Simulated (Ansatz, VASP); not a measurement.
# GaSb, level by level in two programs

```xyz
2
Lattice="0.0000 3.0385 3.0385 3.0385 0.0000 3.0385 3.0385 3.0385 0.0000" Properties=species:S:1:pos:R:3 pbc="T T T"
Sb    4.5577    4.5577    4.5577
Ga    0.0000    0.0000    0.0000
```

Single points on this cell with VASP 6.6.1 and Ansatz 0.2.0. Each row is one pair of runs. Alike in all rows: spin: off; smearing: fermi-dirac, width 0.05 eV; Ansatz's potentials, cutoff: Ansatz PAW, 420 eV.

```tsv
level	k mesh	VASP's potentials, cutoff	gap on the k mesh at the Fermi level (eV), VASP	gap on the k mesh at the Fermi level (eV), Ansatz	least direct gap on the mesh (eV), VASP	least direct gap on the mesh (eV), Ansatz	pressure (GPa), VASP	pressure (GPa), Ansatz
b88 exchange, pbe correlation	8 × 8 × 8	VASP PAW PBE potentials, release 64 (Sb, Ga_d), 500 eV	0.16	0.15	0.16	0.15	3.4	3.3
PBE-based screened hybrid	4 × 4 × 4	VASP PAW PBE potentials, release 64 (Sb, Ga_d), 520 eV	0.90	0.88	0.90	0.88	1.8	2.3
B3LYP	4 × 4 × 4	VASP PAW PBE potentials, release 64 (Sb, Ga_d), 520 eV	1.26	1.16	1.26	1.16	4.3	4.6
```

Gap on the k mesh at the fermi level (eV): the two programs differ by at most 0.101; least direct gap on the mesh (eV): the two programs differ by at most 0.101; pressure (GPa): the two programs differ by at most 0.48.

VASP's potentials hold 18 valence electrons a cell and Ansatz's 28, so a difference there can come from the potentials and not from the codes.

The k mesh is coarse in some rows, so the values compare programs but aren't converged. Spin-orbit coupling is off throughout.
